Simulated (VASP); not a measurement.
Here is a VASP 6.6.1 calculation.

The input INCAR:

```
SYSTEM = Si2W
PREC = Accurate
ENCUT = 520
EDIFF = 1E-7
ISMEAR = 0
SIGMA = 0.15
LREAL = .False.
LASPH = .True.
NELM = 80
ALGO = Normal
ISIF = 2
LWAVE = .False.
LCHARG = .False.
GGA = PE
NBANDS = 18
```

The input KPOINTS:

```
regular mesh
0
Gamma
  18 18 18
  0 0 0
```

The input POSCAR:

```
Si2W
1.0
   -1.6359083593      1.6359083593      3.9854141332
    1.6359083593     -1.6359083593      3.9854141332
    1.6359083593      1.6359083593     -3.9854141332
Si W
2 1
Direct
    0.3345726944      0.3345726944      0.0000000000
    0.6654273056      0.6654273056      0.0000000000
    0.0000000000      0.0000000000      0.0000000000
```

Potentials or basis: VASP PAW PBE potentials, release 64 (Si, W_sv).

The run is started by

```console
$ cat potpaw_PBE.64/Si/POTCAR potpaw_PBE.64/W_sv/POTCAR > POTCAR
$ mpirun -np 1 vasp_std > vasp.out
```

Estimate the pressure.

-7.9 GPa.

What does it give for the band gap on the k mesh?

Zero (band 11 reaches 11.89 eV, above the bottom of band 12 at 10.71 eV).

Predict the largest force.

0.094 eV/Å.

Forces in eV/Å, atoms in the order of the input:
```
Si   0.000  0.000  0.094
Si   0.000  0.000 -0.094
W    0.000  0.000  0.000
```

Caveat: spin-orbit coupling is left out, which moves the levels of the heavy elements.
